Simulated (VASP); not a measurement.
Set up this calculation in VASP 6.6.1, as the native input.

| Item | Value |
| --- | --- |
| Task | single point |
| Functional | PBE |
| Potentials or basis | VASP PAW PBE potentials, release 64 (Ge_d, C, N) |
| Cutoff | 520 eV |
| k mesh | 4 × 10 × 4 |
| Occupations | fermi-dirac, width 0.02 eV |
| Spin | no spin polarisation |
| Dipole correction | no |
| Further INCAR settings | ALGO = Normal; EDIFF = 1e-07; NBANDS = 55 |

The structure of GeC2N4 lies in POSCAR:

```
GeC2N4
1.0
    6.8740879010      0.0000000000     -0.1350501106
    0.0000000000      2.6453241247      0.0000000000
   -3.5542770132      0.0000000000      6.1771719098
Ge C N
2 4 8
Direct
    0.6195780980      0.5000000000      0.8481419535
    0.2224365819      0.5000000000      0.3895120683
    0.8093573666      0.0000000000      0.2499015278
    0.7736791387      0.0000000000      0.5767956926
    0.1743949567      0.5000000000      0.7761656575
    0.4080090081      0.0000000000      0.1628640159
    0.3171528548      0.5000000000      0.6801672459
    0.6509774611      0.0000000000      0.3226123765
    0.6912479353      0.5000000000      0.6294641501
    0.7427055744      0.0000000000      1.0283284188
    0.0257250420      0.0000000000      0.7180727385
    0.9391029873      0.5000000000      0.3401950104
    0.2739875594      0.0000000000      0.2587565077
    0.3516454356      0.5000000000      0.0190226365
```

These files were run (other wordings do the same):

INCAR

```
SYSTEM = GeC2N4
PREC = Accurate
ENCUT = 520
EDIFF = 1E-7
ISMEAR = -1
SIGMA = 0.02
LREAL = .FALSE.
LASPH = .TRUE.
NELM = 80
ALGO = Normal
ISIF = 2
LWAVE = .FALSE.
LCHARG = .FALSE.
GGA = PE
NBANDS = 55
```

KPOINTS

```
Automatic mesh
0
G
  4 10 4
  0 0 0
```

Potentials or basis: VASP PAW PBE potentials, release 64 (Ge_d, C, N).

Run with:

```console
$ cat potpaw_PBE.64/Ge_d/POTCAR potpaw_PBE.64/C/POTCAR potpaw_PBE.64/N/POTCAR > POTCAR
$ mpirun -np 1 vasp_std > vasp.out
```

Results of the run:

The pressure is 6.0 GPa. The largest force is 0.349 eV/Å and the band gap on the k mesh is 2.40 eV.

Caveat: the cell stands under pressure.

Wall time 3.5 min on 1 thread of Intel(R) Xeon(R) 6975P-C (Granite Rapids) (shared host), peak memory 0.4 GiB.
